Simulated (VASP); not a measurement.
Wanted: the native input for a VASP 6.6.1 run.

* Task: single point
* Functional: LDA
* Potentials or basis: VASP PAW LDA potentials, release 64 (Ca_sv)
* Cutoff: 520 eV
* k mesh: 15 × 15 × 8
* Occupations: gaussian, width 0.15 eV
* Spin: no spin polarisation
* Dipole correction: no
* Further INCAR settings: ALGO = Normal; EDIFF = 1e-06; NBANDS = 17

The structure of Ca lies in POSCAR:

```
Ca
1.0
    3.9799995206      0.0000000000      0.0000000000
   -1.9899997603      3.4467806919      0.0000000000
    0.0000000000      0.0000000000      6.7156000000
Ca
2
Direct
    0.3333333333      0.6666666667      0.2500000000
    0.6666666667      0.3333333333      0.7500000000
```

This cell differs from its parent crystal: strain +0.000 along x and y, +0.030 along z.

These files were run (other wordings do the same):

INCAR

```
ALGO     = Normal         # electronic algorithm
EDIFF    = 1E-6           # SCF threshold, eV
ENCUT    = 520            # plane-wave cutoff, eV
ISIF     = 2              # what is computed and relaxed
ISMEAR   = 0              # smearing method
LASPH    = T              # aspherical terms in the spheres
LCHARG   = F              # write CHGCAR
LREAL    = F              # projectors in reciprocal space
LWAVE    = F              # write WAVECAR
NBANDS   = 17             # bands
NELM     = 100            # most SCF steps
PREC     = Accurate       # precision mode
SIGMA    = 0.15           # smearing width, eV
```

KPOINTS

```
k-points
0
Gamma
  15 15 8
```

Potentials or basis: VASP PAW LDA potentials, release 64 (Ca_sv).

Command:

```sh
$ cat potpaw_LDA.64/Ca_sv/POTCAR > POTCAR
$ mpirun -np 1 vasp_std > vasp.out
```

It gave:

- Pressure: -2.7 GPa
- Band gap on the k mesh: zero (band 10 reaches 1.72 eV, above the bottom of band 11 at 1.19 eV)

Caveat: the cell differs from its parent crystal (strain +0.000 along x and y, +0.030 along z).

Wall time 67 s on 1 thread of Intel(R) Xeon(R) 6975P-C (Granite Rapids) (shared host), peak memory 0.29 GiB.
